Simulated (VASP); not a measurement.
Input of a VASP 6.6.1 run:

The input INCAR:

```
SYSTEM = Zr3SeS2
  ALGO = Normal
  EDIFF = 1E-7
  EDIFFG = -0.04
  ENCUT = 600
  GGA = PE
  IBRION = 2
  ISIF = 3
  ISMEAR = 0
  LASPH = .TRUE.
  LCHARG = .FALSE.
  LREAL = .FALSE.
  LWAVE = .FALSE.
  NELM = 80
  NSW = 90
  PREC = Accurate
  SIGMA = 0.1
```

File KPOINTS:

```
k-points
0
G
  3 3 6
  0 0 0
```

POSCAR

```
Zr3SeS2
1.0
    8.2642904074      0.0000000000      0.0000000000
   -4.1321452037      7.1570854371      0.0000000000
    0.0000000000      0.0000000000      3.2011869706
Zr Se S
3 1 2
Direct
    0.5000000000      0.0000000000      0.5000000000
    0.0000000000      0.5000000000      0.5000000000
    0.5000000000      0.5000000000      0.5000000000
    0.0000000000      0.0000000000      0.5000000000
    0.3333333333      0.6666666667      0.5000000000
    0.6666666667      0.3333333333      0.5000000000
```

Potentials or basis: VASP PAW PBE potentials, release 64 (Zr_sv, Se, S).

Run with:

```sh
$ cat potpaw_PBE.64/Zr_sv/POTCAR potpaw_PBE.64/Se/POTCAR potpaw_PBE.64/S/POTCAR > POTCAR
$ mpirun -np 1 vasp_std > vasp.out
```

(1) Estimate the relaxed volume.

(2) Predict the band gap on the k mesh.

Answers

(1) 30.89 Å³/atom.

(2) zero (bands 27 and 28 overlap by 0.66 eV).
